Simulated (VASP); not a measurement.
Set up this calculation in VASP 6.6.1, as the native input.

| Quantity | Value |
| --- | --- |
| Task | single point |
| Functional | PBEsol |
| Potentials or basis | VASP PAW PBE potentials, release 64 (P, In_d) |
| Cutoff | 520 eV |
| k mesh | 9 × 9 × 1 |
| Occupations | gaussian, width 0.1 eV |
| Spin | no spin polarisation |
| Dipole correction | yes |
| Further INCAR settings | ALGO = Normal; EDIFF = 1e-07; NBANDS = 48 |

The structure of In4P5 lies in POSCAR:

```
In4P5
1.0
    3.8601905803      0.0000000000      0.0000000000
   -1.9300952902      3.3430231060      0.0000000000
    0.0000000000      0.0000000000     27.6073296423
P In
5 4
Direct
    0.3333333333      0.6666666667      0.2716669847
    0.0000000000      0.0000000000      0.3858334924
    0.6666666667      0.3333333333      0.5000000000
    0.3333333333      0.6666666667      0.6141665076
    0.0000000000      0.0000000000      0.7283330153
    0.6666666667      0.3333333333      0.3287502385
    0.3333333333      0.6666666667      0.4429167462
    0.0000000000      0.0000000000      0.5570832538
    0.6666666667      0.3333333333      0.6712497615
```

These files were run (other wordings do the same):

INCAR

```
ALGO = Normal
DIPOL = 0.5 0.5 0.500
EDIFF = 1E-7
ENCUT = 520
GGA = PS
IDIPOL = 3
ISIF = 2
ISMEAR = 0
LASPH = T
LCHARG = F
LDIPOL = T
LREAL = F
LWAVE = F
NBANDS = 48
NELM = 60
PREC = Accurate
SIGMA = 0.1
```

KPOINTS

```
k-points
0
Gamma
  9 9 1
```

Potentials or basis: VASP PAW PBE potentials, release 64 (P, In_d).

Run with:

```sh
$ cat potpaw_PBE.64/P/POTCAR potpaw_PBE.64/In_d/POTCAR > POTCAR
$ mpirun -np 1 vasp_std > vasp.out
```

It gave:

The largest force is 0.828 eV/Å.

Caveat: the PAW data sets were made with another functional, which shifts forces and pressure a little.

It took 16 min on 1 thread of AMD EPYC 7R13 (shared host), peak memory 0.5 GiB.
